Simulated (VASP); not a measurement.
# TaN (P6/mmm) in VASP: settings compared

TaN is run at these levels: PBE, BLYP, revPBE, r2SCAN; tasks: single point.

All numbers are computed with VASP 6.6.1; they aren't measurements. Logs are shortened: lines on timing, memory, paths and dates and some standing lists are left out, and cuts for length are marked.

## 1. The cell of the first run

Symmetry: P6/mmm, No. 191, hexagonal system. Conventional cell: a = 5.191 Å, b = 5.191 Å, c = 2.908 Å, α = 90.00°, β = 90.00°, γ = 120.00°. Within 3.4 Å of Ta (site symmetry 6/mmm) lie 6 N at 2.60 Å and 14 Ta at 2.91 to 3.33 Å. Within 3.0 Å of Ta (site symmetry -6m2) lie 6 N at 2.09 Å and 5 Ta at 2.91 to 3.00 Å. Within 3.0 Å of N (site symmetry mmm) lie 6 Ta at 2.09 to 2.60 Å and 6 N at 2.60 to 2.91 Å.

## 2. Single point, PBE

The input, INCAR:

```
SYSTEM = TaN
PREC     = Accurate       ! precision mode
ENCUT    = 600            ! plane-wave cutoff, eV
EDIFF    = 1E-6           ! SCF threshold, eV
ISMEAR   = -1             ! smearing method
SIGMA    = 0.1            ! smearing width, eV
LREAL    = .False.        ! projectors in reciprocal space
LASPH    = .True.         ! aspherical terms in the spheres
NELM     = 120            ! most SCF steps
ALGO     = Normal         ! electronic algorithm
ISIF     = 2              ! what is computed and relaxed
LWAVE    = .False.        ! write WAVECAR
LCHARG   = .False.        ! write CHGCAR
GGA      = PE             ! functional
NBANDS   = 33             ! bands
GGA_COMPAT= .False.
```

The input, KPOINTS:

```
regular mesh
0
Gamma
  4 4 6
  0 0 0
```

The input, POSCAR:

```
TaN
1.0
    5.1910000000      0.0000000000      0.0000000000
   -2.5955000000      4.4955378710      0.0000000000
    0.0000000000      0.0000000000      2.9080000000
Ta N
3 3
Direct
    0.0000000000      0.0000000000      0.0000000000
    0.3333333333      0.6666666667      0.5000000000
    0.6666666667      0.3333333333      0.5000000000
    0.5000000000      0.0000000000      0.0000000000
    0.0000000000      0.5000000000      0.0000000000
    0.5000000000      0.5000000000      0.0000000000
```

Potentials or basis: VASP PAW PBE potentials, release 64 (Ta_pv, N).

Started as:

```sh
cat potpaw_PBE.64/Ta_pv/POTCAR potpaw_PBE.64/N/POTCAR > POTCAR
mpirun -np 1 vasp_std > vasp.out
```

OUTCAR:

```text
SYSTEM = TaN
   PREC = Accurate
   ENCUT = 600
   EDIFF = 1E-6
   ISMEAR = -1
   LREAL = .False.
   LASPH = .True.
   NELM = 120
   ISIF = 2
   GGA = PE

 ion  position               nearest neighbor table
   1  0.000  0.000  0.000-   5 2.60   6 2.60   5 2.60   6 2.60   4 2.60   4 2.60   3 3.33   3 3.33
                             2 3.33   2 3.33   2 3.33   3 3.33   2 3.33   3 3.33   2 3.33   3 3.33
   2  0.333  0.667  0.500-   4 2.09   4 2.09   5 2.09   5 2.09   6 2.09   6 2.09   3 3.00   3 3.00
                             3 3.00   1 3.33   1 3.33   1 3.33   1 3.33   1 3.33   1 3.33
   3  0.667  0.333  0.500-   4 2.09   4 2.09   5 2.09   5 2.09   6 2.09   6 2.09   2 3.00   2 3.00
                             2 3.00   1 3.33   1 3.33   1 3.33   1 3.33   1 3.33   1 3.33
   4  0.500  0.000  0.000-   2 2.09   3 2.09   2 2.09   3 2.09   1 2.60   1 2.60
   5  0.000  0.500  0.000-   2 2.09   3 2.09   2 2.09   3 2.09   1 2.60   1 2.60
   6  0.500  0.500  0.000-   2 2.09   3 2.09   2 2.09   3 2.09   1 2.60   1 2.60

  LATTYP: Found a hexagonal cell.
 ALAT       =     5.1910000000
 C/A-ratio  =     0.5602003468

  Lattice vectors:

 A1 = (   5.1910000000,   0.0000000000,   0.0000000000)
 A2 = (  -2.5955000000,   4.4955378710,   0.0000000000)
 A3 = (   0.0000000000,   0.0000000000,   2.9080000000)

Analysis of symmetry for initial positions (statically):
=====================================================================
 Subroutine PRICEL returns:
 Original cell was already a primitive cell.

 Routine SETGRP: Setting up the symmetry group for a
 hexagonal supercell.

 Subroutine GETGRP returns: Found 24 space group operations
 (whereof 24 operations were pure point group operations)
 out of a pool of 24 trial point group operations.

The static configuration has the point symmetry D_6h.

Analysis of symmetry for dynamics (positions and initial velocities):
=====================================================================
 Subroutine PRICEL returns:
 Original cell was already a primitive cell.

 Routine SETGRP: Setting up the symmetry group for a
 hexagonal supercell.

 Subroutine GETGRP returns: Found 24 space group operations
 (whereof 24 operations were pure point group operations)
 out of a pool of 24 trial point group operations.

The dynamic configuration has the point symmetry D_6h.

 Subroutine INISYM returns: Found 24 space group operations
 (whereof 24 operations are pure point group operations),
 and found     1 'primitive' translations

----------------------------------------------------------------------------------------

                                     Primitive cell

  volume of cell :      67.8621

  direct lattice vectors                    reciprocal lattice vectors
     5.191000000  0.000000000  0.000000000     0.192641110  0.111221396  0.000000000
    -2.595500000  4.495537871  0.000000000     0.000000000  0.222442793  0.000000000
     0.000000000  0.000000000  2.908000000     0.000000000  0.000000000  0.343878955

  length of vectors
     5.191000000  5.191000000  2.908000000     0.222442793  0.222442793  0.343878955

  position of ions in fractional coordinates (direct lattice)
     0.000000000  0.000000000  0.000000000
     0.333333333  0.666666667  0.500000000
     0.666666667  0.333333333  0.500000000
     0.500000000  0.000000000  0.000000000
     1.000000000  0.500000000  0.000000000
     0.500000000  0.500000000  0.000000000

  ion indices of the primitive-cell ions
   primitive index   ion index
                 1           1
                 2           2
                 3           3
                 4           4
                 5           5
                 6           6

----------------------------------------------------------------------------------------

 KPOINTS: regular mesh

Automatic generation of k-mesh.
 Grid dimensions read from file:
 generate k-points for:    4    4    6

 Generating k-lattice:

  Cartesian coordinates                     Fractional coordinates (reciprocal lattice)
     0.048160277  0.027805349  0.000000000     0.250000000 -0.000000000  0.000000000
     0.000000000  0.055610698  0.000000000     0.000000000  0.250000000  0.000000000
     0.000000000  0.000000000  0.057313159     0.000000000  0.000000000  0.166666667

  Length of vectors
     0.055610698  0.055610698  0.057313159

  Shift w.r.t. Gamma in fractional coordinates (k-lattice)
     0.000000000  0.000000000  0.000000000

 Subroutine IBZKPT returns following result:
 ===========================================

 Found     16 irreducible k-points:

 Following reciprocal coordinates:
            Coordinates               Weight
  0.000000  0.000000  0.000000      1.000000
  0.250000  0.000000  0.000000      6.000000
  0.500000  0.000000  0.000000      3.000000
  0.250000  0.250000  0.000000      6.000000
  0.000000  0.000000  0.166667      2.000000
  0.250000  0.000000  0.166667     12.000000
[... 8 lines left out ...]
  0.500000  0.000000  0.500000      3.000000
  0.250000  0.250000  0.500000      6.000000
   k-points           NKPTS =     16   k-points in BZ     NKDIM =     16   number of bands    NBANDS=     33
   number of dos      NEDOS =    301   number of ions     NIONS =      6
   total plane-waves  NPLWV =  42336
   dimension x,y,z NGX =    42 NGY =   42 NGZ =   24
   dimension x,y,z NGXF=    84 NGYF=   84 NGZF=   48
   ions per type =               3   3
   NGX,Y,Z   is equivalent  to a cutoff of  13.45, 13.45, 13.72 a.u.
   NGXF,Y,Z  is equivalent  to a cutoff of  26.90, 26.90, 27.44 a.u.
 SYSTEM =  TaN
   PREC   = accura    normal or accurate (medium, high low for compatibility)
   ISTART =      0    job   : 0-new  1-cont  2-samecut
   ICHARG =      2    charge: 1-file 2-atom 10-const
   ISPIN  =      1    spin polarized calculation?
   LNONCOLLINEAR =      F non collinear calculations
   LSORBIT =      F    spin-orbit coupling
   LASPH  =      T    aspherical Exc in radial PAW
   ENCUT  =  600.0 eV  44.10 Ry    6.64 a.u.  10.37 10.37  5.81*2*pi/ulx,y,z
   NELM   =    120;   NELMIN=  2; NELMDL= -5     # of ELM steps
   EDIFF  = 0.1E-05   stopping-criterion for ELM
   LREAL  =      F    real-space projection
[... 7 lines left out ...]
   TEBEG  =    0.0;   TEEND  =   0.0 temperature during run
   PSTRESS=    0.0 pullay stress
   NELECT =      48.0000    total number of electrons
   NUPDOWN=      -1.0000    fix difference up-down
   EMIN   =  10.00;   EMAX   =-10.00  energy-range for DOS
   EFERMI =   0.00;   METHOD = LEGACY
   ISMEAR =    -1;   SIGMA  =   0.10  broadening in eV -4-tet -1-fermi 0-gaus
   EFERMI_NEDOS =   21; number of points for ismear=-14 and -15
   IALGO  =     38    algorithm
   IMIX   =      4    mixing-type and parameters
     AMIX     =   0.40;   BMIX     =  1.00
     AMIX_MAG =   1.60;   BMIX_MAG =  1.00
  volume/ion in A,a.u.               =      11.31        76.33
  Fermi-wavevector in a.u.,A,eV,Ry     =   1.458634  2.756418 28.947918  2.127612
  Thomas-Fermi vector in A             =   2.575295
   LORBIT       =      0    0 simple, 1 ext, 2 COOP (PROOUT), +10 PAW based schemes
   GGA     = PE    functional components
   LHFCALC =     F    Hartree Fock is set to
   AEXX    =    0.0000 exact exchange contribution
   IVDW    =     0    specifies the selected vdW correction
   LEPSILON=     F    determine dielectric tensor
   LRPA    =     F    only Hartree local field effects (RPA)
 non-spin polarized calculation
  energy-cutoff  :      600.00
  volume of cell :       67.86
 maximum number of plane-waves:      2292
 NGX is ok and might be reduce to    42
   NGX = 21   NGY = 21   NGZ = 11

 number of electron      48.0000002 magnetization

 Free energy of the ion-electron system (eV)
  ---------------------------------------------------
  ext. energy  EPLUGINS =         0.00000000
  ---------------------------------------------------
  free energy    TOTEN  =       -64.70324151 eV

  energy without entropy =      -64.66169819  energy(sigma->0) =      -64.68246985

 E-fermi :   8.2085     XC(G=0): -13.0430

 val. band max:        8.0867140657   @ k =   0.5000   0.0000   0.1667
 cond. band min:       8.2719042883   @ k =   0.2500   0.0000   0.5000
 fundamental gap:      0.1851902226
 Fermi energy:         8.2084635200

 k-point     1 :       0.0000    0.0000    0.0000
  band No.  band energies     occupation
      1     -27.9936      2.00000
      2     -27.9936      2.00000
      3     -27.6109      2.00000
      4     -27.6109      2.00000
      5     -27.3561      2.00000
      6     -27.2904      2.00000
[... 25 lines left out ...]
     32      11.4688      0.00000
     33      11.4688      0.00000

 k-point     2 :       0.2500    0.0000    0.0000
  band No.  band energies     occupation
      1     -28.0329      2.00000
      2     -27.9626      2.00000
      3     -27.5899      2.00000
      4     -27.5537      2.00000
      5     -27.3495      2.00000
      6     -27.3383      2.00000
[... 25 lines left out ...]
     32      11.7082      0.00000
     33      11.8099      0.00000

 k-point     3 :       0.5000    0.0000    0.0000
  band No.  band energies     occupation
      1     -28.0655      2.00000
      2     -27.8744      2.00000
      3     -27.6810      2.00000
      4     -27.4957      2.00000
      5     -27.3531      2.00000
      6     -27.3301      2.00000
[... 25 lines left out ...]
     32      11.9174      0.00000
     33      12.4386      0.00000

 k-point     4 :       0.2500    0.2500    0.0000
  band No.  band energies     occupation
      1     -28.0427      2.00000
      2     -27.8961      2.00000
      3     -27.6975      2.00000
      4     -27.4935      2.00000
      5     -27.3481      2.00000
      6     -27.3217      2.00000
[... 25 lines left out ...]
     32      11.4121      0.00000
     33      11.6487      0.00000

 k-point     5 :       0.0000    0.0000    0.1667
  band No.  band energies     occupation
      1     -27.9542      2.00000
      2     -27.9542      2.00000
      3     -27.6030      2.00000
      4     -27.5697      2.00000
      5     -27.5697      2.00000
      6     -27.4407      2.00000
[... 316 lines left out ...]
 k-point    14 :       0.2500    0.0000    0.5000
  band No.  band energies     occupation
      1     -28.2652      2.00000
      2     -28.0875      2.00000
      3     -27.8471      2.00000
      4     -27.7915      2.00000
      5     -27.4744      2.00000
      6     -27.4000      2.00000
[... 25 lines left out ...]
     32      12.3612      0.00000
     33      13.0927      0.00000

 k-point    15 :       0.5000    0.0000    0.5000
  band No.  band energies     occupation
      1     -28.2302      2.00000
      2     -28.1342      2.00000
      3     -27.8599      2.00000
      4     -27.7427      2.00000
      5     -27.5296      2.00000
      6     -27.3863      2.00000
[... 25 lines left out ...]
     32      12.7009      0.00000
     33      13.9561      0.00000

 k-point    16 :       0.2500    0.2500    0.5000
  band No.  band energies     occupation
      1     -28.2252      2.00000
      2     -28.1400      2.00000
      3     -27.8788      2.00000
      4     -27.7038      2.00000
      5     -27.5556      2.00000
      6     -27.3790      2.00000
[... 25 lines left out ...]
     32      12.3810      0.00000
     33      14.1100      0.00000

------------------------ aborting loop because EDIFF is reached ----------------------------------------

  FORCE on cell =-STRESS in cart. coord.  units (eV):
  Direction    XX          YY          ZZ          XY          YZ          ZX
  --------------------------------------------------------------------------------------
  -------------------------------------------------------------------------------------
  Total        4.6181526      4.6181526      4.5345196      0.0000000     -0.0000000     -0.0000000
  in kB      109.0314464    109.0314464    107.0569275      0.0000000     -0.0000000     -0.0000000
  external PRESSURE =     108.3732734 kB  Pullay stress =       0.0000000 kB

 VOLUME and BASIS-vectors are now :
 -----------------------------------------------------------------------------
  energy-cutoff  :      600.00
  volume of cell :       67.86
      direct lattice vectors                 reciprocal lattice vectors
     5.191000000  0.000000000  0.000000000     0.192641110  0.111221396  0.000000000
    -2.595500000  4.495537871  0.000000000     0.000000000  0.222442793  0.000000000
     0.000000000  0.000000000  2.908000000     0.000000000  0.000000000  0.343878955

 POSITION                                       TOTAL-FORCE (eV/Angst)
 -----------------------------------------------------------------------------------
      0.00000      0.00000      0.00000        -0.000000      0.000000      0.000000
     -0.00000      2.99703      1.45400         0.000000      0.000000     -0.000000
      2.59550      1.49851      1.45400        -0.000000     -0.000000      0.000000
      2.59550      0.00000      0.00000        -0.000000      0.000000      0.000000
     -1.29775      2.24777      0.00000        -0.000000      0.000000      0.000000
      1.29775      2.24777      0.00000        -0.000000      0.000000      0.000000
 -----------------------------------------------------------------------------------
    total drift:                                0.000000      0.000000     -0.000000

  FREE ENERGIE OF THE ION-ELECTRON SYSTEM (eV)
  ---------------------------------------------------
  free  energy   TOTEN  =       -64.7032415057 eV

  energy  without entropy=      -64.6616981923  energy(sigma->0) =      -64.68246985
```

Run time: 30 s. Hardware: 1 thread of Intel Xeon 6975P-C (Granite Rapids), shared host; peak memory 0.2 GiB.

Results:

- Free energy: -64.7032 eV
- Pressure: 10.8 GPa
- Band gap on the k mesh: zero (bands 24 and 25 overlap by 2.12 eV)

Caveat: the k points lie up to 0.36 Å⁻¹ apart, too coarse for converged energies and pressures of a metal; spin-orbit coupling is left out, which moves the levels of the heavy elements.

(Part 1 of 2 ends here.)
